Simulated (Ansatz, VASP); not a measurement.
## One calculation of CdC4, two programs

```
Cd C
1.0
    -2.54512    2.54512    2.54512
     2.54512   -2.54512    2.54512
     2.54512    2.54512   -2.54512
Cd C
1 4
Direct
  0.00000 0.00000 0.00000
  0.00000 0.00000 0.50000
  0.00000 0.50000 0.00000
  0.50000 0.00000 0.00000
  0.50000 0.50000 0.50000
```

Change from the starting cell: species swapped into the MnGa4 type (Im-3m, No. 229).

Alike in both runs: functional PBE; k mesh 10 × 10 × 10; occupations gaussian, width 0.1 eV; no spin polarisation.

Ansatz relaxed the structure, and its values are those at the end. VASP's run is a single point on that final structure, the one shown.

```csv
,VASP,Ansatz
version,VASP 6.6.1,Ansatz 0.2.0
potentials or method,"VASP PAW PBE potentials, release 64 (Cd, C), cutoff 520 eV","scalar-relativistic, plane waves, PAW"
valence electrons in the cell,28,36
```

|  | VASP | Ansatz | Ansatz less VASP |
| --- | --- | --- | --- |
| gap on the k mesh at the Fermi level (eV) | none | none | - |
| pressure (GPa) | 1.4 | 0.0 | -1.38 |

A gap of «none» marks a metal or a gap that the smearing closes. VASP's potentials hold 28 valence electrons a cell and Ansatz's 36, so a difference there can come from the potentials and not from the codes.
